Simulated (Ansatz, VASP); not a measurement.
# One calculation of Ti, two programs

Contents of INCAR:

```
SYSTEM = Ti
PREC = Accurate ; ENCUT = 520
EDIFF = 1E-6 ; ISMEAR = 0
SIGMA = 0.15 ; LREAL = .False.
LASPH = .True. ; NELM = 80
ALGO = Fast ; ISIF = 2
LWAVE = .False. ; LCHARG = .False.
GGA = PE ; NBANDS = 19
```

File KPOINTS:

```
Automatic mesh
0
Gamma
  14 14 14
  0 0 0
```

Contents of POSCAR:

```
Ti
1.0
    0.0000000000     -3.2552372153      0.0000000000
   -3.2552372153      0.0000000000      0.0000000000
    0.0000000000      0.0000000000     -3.2552372153
Ti
2
Direct
    0.5355734444      0.5355734444      0.5000000000
   -0.0355734444     -0.0355734444      0.0000000000
```

Input for Ansatz:

```yaml
crystal:
  lattice:
    - [0.0, -3.2552372153, 0.0]
    - [-3.2552372153, 0.0, 0.0]
    - [0.0, 0.0, -3.2552372153]
  atoms:
    - { symbol: Ti, position: [0.5355734444, 0.5355734444, 0.5] }
    - { symbol: Ti, position: [-0.0355734444, -0.0355734444, 0.0] }
basis:
  ecutwfc: 520.0
kpoints:
  mp_grid: { grid: [14, 14, 14] }
hamiltonian:
  xc: pbe
  pseudopotentials: { kind: paw, azcp: { folder: soft_1 } }
scf:
  occupations: { method: gaussian, width: 0.15 }
output:
  forces: true
  stress: true
  eigenvalues: true
```

Change from the starting cell: mode 4 frozen in at -0.116 Å and mode 5 at -0.116 Å (largest displacements).

Alike in both runs: task single point; functional PBE; k mesh 14 × 14 × 14; occupations gaussian, width 0.15 eV; no spin polarisation.

```csv
,VASP,Ansatz
version,VASP 6.6.1,Ansatz 0.2.0
potentials or method,"VASP PAW PBE potentials, release 64 (Ti_sv), cutoff 520 eV","scalar-relativistic, plane waves, PAW"
valence electrons in the cell,24,24
```

|  | VASP | Ansatz | Ansatz less VASP |
| --- | --- | --- | --- |
| gap on the k mesh at the Fermi level (eV) | none | none | - |
| pressure (GPa) | 2.0 | 2.6 | +0.59 |
| traceless stress, the component that is largest in VASP (GPa) | 3.06 | 2.99 | -0.066 |
| rms of the force components (eV/Å) | 1.050 | 1.048 | -0.0021 |

Atom by atom the forces differ by 0.002 eV/Å (rms over components). A gap of «none» marks a metal or a gap that the smearing closes.
